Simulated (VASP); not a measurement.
# C (P6_3/mmc) in VASP: notebook

The runs below take C through single point, with PBEsol+D3(BJ).

Program: VASP 6.6.1. These are calculated values, not measurements. Logs are shortened: lines on timing, memory, paths and dates and some standing lists are left out, and cuts for length are marked.

**1. The cell of the first run**

Symmetry: P6_3/mmc, No. 194, hexagonal system. Conventional cell: a = 2.438 Å, b = 2.438 Å, c = 6.527 Å, α = 90.00°, β = 90.00°, γ = 120.00°. Within 1.9 Å of C (site symmetry -6m2) lie 3 C at 1.41 Å. Within 1.9 Å of C (site symmetry -6m2) lie 3 C at 1.41 Å.

**2. Single point, PBEsol+D3(BJ) (volume 8.401 Å^3 an atom, c/a of the conventional cell 2.6770)**

The input, INCAR:

```
SYSTEM = C
PREC = Accurate ; ENCUT = 520
EDIFF = 1E-6 ; ISMEAR = 0
SIGMA = 0.15 ; LREAL = .FALSE.
LASPH = .TRUE. ; NELM = 80
ALGO = Normal ; ISIF = 2
LWAVE = .FALSE. ; LCHARG = .FALSE.
GGA = PS ; IVDW = 12
NBANDS = 16
```

The input, KPOINTS:

```
Automatic mesh
0
G
  21 21 8
  0 0 0
```

The input, POSCAR:

```
C
1.0
    2.4382113034      0.0000000000      0.0000000000
   -1.2191056517      2.1115529285      0.0000000000
    0.0000000000      0.0000000000      6.5270608834
C
4
Direct
    0.0000000000      0.0000000000      0.0025000000
    0.0000000000      0.0000000000      0.5025000000
    0.3333333333      0.6666666667      0.0025000000
    0.6666666667      0.3333333333      0.5025000000
```

Potentials or basis: VASP PAW PBE potentials, release 64 (C).

The run is started by

```console
$ cat potpaw_PBE.64/C/POTCAR > POTCAR
$ mpirun -np 1 vasp_std > vasp.out
```

OUTCAR:

```text
SYSTEM = C
   PREC = Accurate
   ENCUT = 520
   EDIFF = 1E-6
   ISMEAR = 0
   LREAL = .FALSE.
   LASPH = .TRUE.
   NELM = 80
   ISIF = 2
   GGA = PS
   IVDW = 12
 IVDW          = 12

 ion  position               nearest neighbor table
   1  0.000  0.000  0.002-   3 1.41   3 1.41   3 1.41
   2  0.000  0.000  0.502-   4 1.41   4 1.41   4 1.41
   3  0.333  0.667  0.002-   1 1.41   1 1.41   1 1.41
   4  0.667  0.333  0.502-   2 1.41   2 1.41   2 1.41

  LATTYP: Found a hexagonal cell.
 ALAT       =     2.4382113034
 C/A-ratio  =     2.6769873777

  Lattice vectors:

 A1 = (   2.4382113034,   0.0000000000,   0.0000000000)
 A2 = (  -1.2191056517,   2.1115529285,   0.0000000000)
 A3 = (   0.0000000000,   0.0000000000,   6.5270608834)

Analysis of symmetry for initial positions (statically):
=====================================================================
 Subroutine PRICEL returns:
 Original cell was already a primitive cell.

 Routine SETGRP: Setting up the symmetry group for a
 hexagonal supercell.

 Subroutine GETGRP returns: Found 24 space group operations
 (whereof  6 operations were pure point group operations)
 out of a pool of 24 trial point group operations.

The static configuration has the point symmetry C_3v.
 The point group associated with its full space group is D_6h.

Analysis of symmetry for dynamics (positions and initial velocities):
=====================================================================
 Subroutine PRICEL returns:
 Original cell was already a primitive cell.

 Routine SETGRP: Setting up the symmetry group for a
 hexagonal supercell.

 Subroutine GETGRP returns: Found 24 space group operations
 (whereof  6 operations were pure point group operations)
 out of a pool of 24 trial point group operations.

The dynamic configuration has the point symmetry C_3v.
 The point group associated with its full space group is D_6h.

 Subroutine INISYM returns: Found 24 space group operations
 (whereof  6 operations are pure point group operations),
 and found     1 'primitive' translations

----------------------------------------------------------------------------------------

                                     Primitive cell

  volume of cell :      33.6040

  direct lattice vectors                    reciprocal lattice vectors
     2.438211303  0.000000000  0.000000000     0.410136725  0.236792549  0.000000000
    -1.219105652  2.111552929  0.000000000     0.000000000  0.473585098  0.000000000
[... 92 lines left out ...]
   NSW    =      0    number of steps for IOM
   IBRION =     -1    ionic relax: 0-MD 1-quasi-New 2-CG
   NFREE  =      0    steps in history (QN), initial steepest desc. (CG)
   ISIF   =      2    stress and relaxation
   ISYM   =      2    0-nonsym 1-usesym 2-fastsym
   POTIM  = 0.5000    time-step for ionic-motion
   TEBEG  =    0.0;   TEEND  =   0.0 temperature during run
   PSTRESS=    0.0 pullay stress
   NELECT =      16.0000    total number of electrons
   NUPDOWN=      -1.0000    fix difference up-down
   EMIN   =  10.00;   EMAX   =-10.00  energy-range for DOS
   EFERMI =   0.00;   METHOD = LEGACY
   ISMEAR =     0;   SIGMA  =   0.15  broadening in eV -4-tet -1-fermi 0-gaus
   EFERMI_NEDOS =   21; number of points for ismear=-14 and -15
   IALGO  =     38    algorithm
   IMIX   =      4    mixing-type and parameters
     AMIX     =   0.40;   BMIX     =  1.00
     AMIX_MAG =   1.60;   BMIX_MAG =  1.00
  volume/ion in A,a.u.               =       8.40        56.69
  Fermi-wavevector in a.u.,A,eV,Ry     =   1.278354  2.415739 22.234494  1.634189
  Thomas-Fermi vector in A             =   2.410902
   LORBIT       =      0    0 simple, 1 ext, 2 COOP (PROOUT), +10 PAW based schemes
   GGA     = PS    functional components
   LHFCALC =     F    Hartree Fock is set to
   AEXX    =    0.0000 exact exchange contribution
   IVDW    =    12    specifies the selected vdW correction
   LEPSILON=     F    determine dielectric tensor
   LRPA    =     F    only Hartree local field effects (RPA)
 non-spin polarized calculation
 Gauss-broadening in eV      SIGMA  =   0.15
  energy-cutoff  :      520.00
  volume of cell :       33.60
 maximum number of plane-waves:       930
   NGX =  9   NGY =  9   NGZ = 25

 number of electron      15.9999997 magnetization

 Free energy of the ion-electron system (eV)
  ---------------------------------------------------
  ext. energy  EPLUGINS =         0.00000000
  ---------------------------------------------------
  free energy    TOTEN  =       -38.53558448 eV

  energy without entropy =      -38.53472671  energy(sigma->0) =      -38.53515559

 E-fermi :   5.0297     XC(G=0): -10.8088

 val. band max:        5.0278723184   @ k =   0.3333   0.3333   0.5000
 cond. band min:       5.0298252231   @ k =   0.3333   0.3333   0.2500
 fundamental gap:      0.0019529047
 Fermi energy:         5.0297155080

 k-point     1 :       0.0000    0.0000    0.0000
  band No.  band energies     occupation
      1     -14.8653      2.00000
      2     -14.4887      2.00000
      3      -3.8762      2.00000
      4      -1.5816      2.00000
      5       2.0837      2.00000
      6       2.0837      2.00000
[... 433 lines left out ...]
      3      -2.1470      2.00000
      4      -2.0447      2.00000
      5      -2.0053      2.00000
      6      -0.5136      2.00000
[... 8 lines left out ...]
     15      17.3590      0.00000
     16      17.6132      0.00000

 [... further k-points ...]

------------------------ aborting loop because EDIFF is reached ----------------------------------------

 Edisp (eV)   -0.45261

 E8    (eV) :    -0.2201

  FORCE on cell =-STRESS in cart. coord.  units (eV):
  Direction    XX          YY          ZZ          XY          YZ          ZX
  --------------------------------------------------------------------------------------
  -------------------------------------------------------------------------------------
  Total       2.65748     2.65748     0.03089     0.00000     0.00000    -0.00000
  in kB     126.70388   126.70388     1.47292     0.00000     0.00000    -0.00000
  external pressure =       84.96 kB  Pullay stress =        0.00 kB

 VOLUME and BASIS-vectors are now :
 -----------------------------------------------------------------------------
  energy-cutoff  :      520.00
  volume of cell :       33.60
      direct lattice vectors                 reciprocal lattice vectors
     2.438211303  0.000000000  0.000000000     0.410136725  0.236792549  0.000000000
    -1.219105652  2.111552929  0.000000000     0.000000000  0.473585098  0.000000000
     0.000000000  0.000000000  6.527060883     0.000000000  0.000000000  0.153208315

 POSITION                                       TOTAL-FORCE (eV/Angst)
 -----------------------------------------------------------------------------------
      0.00000      0.00000      0.01632        -0.000000      0.000000      0.000000
      0.00000      0.00000      3.27985         0.000000      0.000000     -0.000000
     -0.00000      1.40770      0.01632        -0.000000      0.000000      0.000000
      1.21911      0.70385      3.27985         0.000000     -0.000000     -0.000000
 -----------------------------------------------------------------------------------
    total drift:                               -0.000000     -0.000000      0.000015

  FREE ENERGIE OF THE ION-ELECTRON SYSTEM (eV)
  ---------------------------------------------------
  free  energy   TOTEN  =       -38.9881916225 eV

  energy  without entropy=      -38.9873338513  energy(sigma->0) =      -38.98776274
```

It took 44 s on 1 thread of Intel Xeon 6975P-C (Granite Rapids), shared host; peak memory 0.21 GiB.

What came out:

```yaml
Free_energy: -38.9882 eV
Pressure: 8.5 GPa
Band_gap_on_the_k_mesh: zero (band 8 reaches 5.05 eV, above the bottom of band 9 at 5.01 eV)
Dispersion_energy_per_atom: -0.113 eV
```

Stress tensor (GPa, compression positive):
```
12.67  0.00  0.00
 0.00 12.67  0.00
 0.00  0.00  0.15
```

Levels at points of the mesh, in eV from the Fermi level:
| k point | band 4 | band 5 | band 6 | band 7 | band 8 | band 9 | band 10 | band 11 | band 12 | band 13 |
| --- | --- | --- | --- | --- | --- | --- | --- | --- | --- | --- |
| (0.00, 0.00, 0.00) | -6.61 | -2.95 | -2.95 | -2.92 | -2.92 | 4.17 | 8.53 | 8.53 | 8.60 | 8.60 |
| (0.00, 0.00, 0.50) | -7.88 | -2.93 | -2.93 | -2.93 | -2.93 | 7.06 | 7.06 | 8.56 | 8.56 | 8.56 |

Caveat: the PAW data sets were made with another functional, which shifts forces and pressure a little.

**3. Single point, PBEsol+D3(BJ) (volume 8.607 Å^3 an atom, c/a of the conventional cell 3.0200)**

The input, INCAR:

```
SYSTEM = C
  PREC = Accurate
  ENCUT = 520
  EDIFF = 1E-7
  ISMEAR = 0
  SIGMA = 0.15
  LREAL = .False.
  LASPH = .True.
  NELM = 60
  ALGO = Normal
  ISIF = 2
  LWAVE = .False.
  LCHARG = .True.
  GGA = PS
  IVDW = 12
  LELF = .True.
  LVHAR = .True.
  NBANDS = 16
```

The input, KPOINTS:

```
regular mesh
0
Gamma
  21 21 8
  0 0 0
```

The input, POSCAR:

```
C
1.0
    2.3611836932      0.0000000000      0.0000000000
   -1.1805918466      2.0448450613      0.0000000000
    0.0000000000      0.0000000000      7.1307747534
C
4
Direct
    0.0000000000      0.0000000000      0.0025000000
    0.0000000000      0.0000000000      0.5025000000
    0.3333333333      0.6666666667      0.0025000000
    0.6666666667      0.3333333333      0.5025000000
```

Potentials or basis: VASP PAW PBE potentials, release 64 (C).

The run is started by

```console
$ cat potpaw_PBE.64/C/POTCAR > POTCAR
$ mpirun -np 1 vasp_std > vasp.out
```

Run time: 75 s. Hardware: 1 thread of Intel Xeon 6975P-C (Granite Rapids), shared host; peak memory 0.22 GiB.

It converged, with:

```yaml
Free_energy: -38.4698 eV
Pressure: 39.7 GPa
Band_gap_on_the_k_mesh: zero (band 8 reaches 4.86 eV, above the bottom of band 9 at 4.85 eV)
Dispersion_energy_per_atom: -0.099 eV
```

Stress tensor (GPa, compression positive):
```
60.51  0.00  0.00
 0.00 60.51  0.00
 0.00  0.00 -1.94
```

Levels at points of the mesh, in eV from the Fermi level:
```
           k point  band 4  band 5  band 6  band 7  band 8  band 9  band 10  band 11  band 12  band 13
(0.00, 0.00, 0.00)   -7.83   -2.91   -2.91   -2.90   -2.90    3.13     8.54     9.19     9.19     9.21
(0.00, 0.00, 0.50)   -8.58   -2.91   -2.91   -2.91   -2.91    5.32     5.32     9.20     9.20     9.20
```

Caveat: the PAW data sets were made with another functional, which shifts forces and pressure a little.
